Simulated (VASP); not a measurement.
## MgMn2Co2O8: electric field gradients with PBE

Crystal: MgMn2Co2O8.

```xyz
13
Lattice="-2.8946 2.9183 4.0859 2.8946 -2.9183 4.0859 2.8946 2.9183 -4.0859" Properties=species:S:1:pos:R:3 pbc="T T T"
Mg    0.0000    0.0000    7.4403
Mn    0.0000    1.4350    4.3811
Mn    2.8946    1.4833    0.2952
Co    1.4677    2.9183   -1.7102
Co    1.4269    0.0000    2.3758
O     2.8946   -1.2874    2.2504
O     2.8946    1.2874    2.2504
O     1.5968    0.0000    0.4145
O     4.1924    0.0000    0.4145
O     1.6145    2.9183    0.2064
O     1.2801    0.0000    4.2924
O     2.8946    1.6546   -1.6004
O     0.0000    1.2637    2.4856
```

```
Program                : VASP 6.6.1
Task                   : electric field gradients
Functional             : PBE
Potentials or basis    : VASP PAW PBE potentials, release 64 (Mg, Mn_pv, Co, O)
Cutoff                 : 520 eV
k mesh                 : 5 × 5 × 5
Occupations            : fermi-dirac, width 0.02 eV
Spin                   : collinear spin, ferromagnetic start
Starting moments       : [0.0, 3.0, 3.0, 4.0, 4.0, 0.0, 0.0, 0.0, 0.0, 0.0, 0.0, 0.0, 0.0] μB
Dipole correction      : no
Further INCAR settings : ALGO = Normal; EDIFF = 1e-08; NBANDS = 63
```

```yaml
Pressure: -3.8 GPa
Largest_force: 0.407 eV/Å
Band_gap_on_the_k_mesh: 0.50 eV, indirect (least direct gap 0.58 eV)
Net_moment: 6.00 μB per cell
Site_moments: Mg +0.01; Mn +2.82; Co +0.09; O +0.01, -0.00, +0.00 μB
Valence_electrons_inside_the_program's_atomic_spheres: Mg 0.40; Mn 11.63; Co 8.28; O 5.03, 5.04, 4.96, 4.95
```

Forces in eV/Å, atoms in the order of the input:
```
Mg   0.000  0.000  0.054
Mn   0.000 -0.351 -0.206
Mn   0.000  0.351 -0.206
Co   0.055  0.000  0.159
Co  -0.055  0.000  0.159
O    0.000  0.064 -0.206
O    0.000 -0.064 -0.206
O    0.237  0.000  0.011
O   -0.237  0.000  0.011
O    0.387  0.000 -0.090
O   -0.387  0.000 -0.090
O    0.000  0.177  0.305
O    0.000 -0.177  0.305
```

Stress tensor (GPa, compression positive):
```
-2.79  0.00  0.00
 0.00 -4.38  0.00
 0.00  0.00 -4.15
```

Levels at points of the mesh, in eV from the valence-band top:
Spin up:
| k point | band 46 | band 47 | band 48 | band 49 | band 50 | band 51 | band 52 | band 53 | band 54 | band 55 |
| --- | --- | --- | --- | --- | --- | --- | --- | --- | --- | --- |
| (0.00, 0.00, 0.00) | -0.96 | -0.73 | -0.57 | -0.52 | -0.43 | 1.46 | 1.60 | 1.63 | 1.90 | 1.98 |
Spin down:
```
           k point  band 42  band 43  band 44  band 45  band 46  band 47
(0.00, 0.00, 0.00)    -0.59    -0.44    -0.34     0.54     0.59     0.71
```

Electric field gradients, principal values (V/Å²):
| atom | least | middle | greatest (by size) |
| --- | --- | --- | --- |
| 1 Mg | 0.839 | 0.933 | -1.771 |
| 2 Mn | 7.844 | 15.130 | -22.974 |
| 3 Mn | 7.848 | 15.130 | -22.978 |
| 4 Co | -0.054 | -7.608 | 7.662 |
| 5 Co | -0.053 | -7.610 | 7.663 |
| 6 O | 10.795 | 19.579 | -30.374 |
| 7 O | 10.794 | 19.580 | -30.374 |
| 8 O | 9.151 | 17.056 | -26.207 |
| 9 O | 9.151 | 17.056 | -26.207 |
| 10 O | 11.228 | 20.611 | -31.840 |
| 11 O | 11.228 | 20.610 | -31.838 |
| 12 O | 14.832 | 24.662 | -39.494 |
| 13 O | 14.834 | 24.663 | -39.497 |

Run time: 7.7 min on 1 × NVIDIA H100 80GB with 1 thread of Intel(R) Xeon(R) Platinum 8481C CPU @ 2.70GHz (Sapphire Rapids), on a shared host, peak memory 1.6 GiB.

Caveat: without QUAD_EFG the Cq values of the log hold for a quadrupole moment of 1 mb, not for the nuclei; only a ferromagnetic start was run, and an antiferromagnetic order may lie lower in energy. A k mesh can miss the band edges.
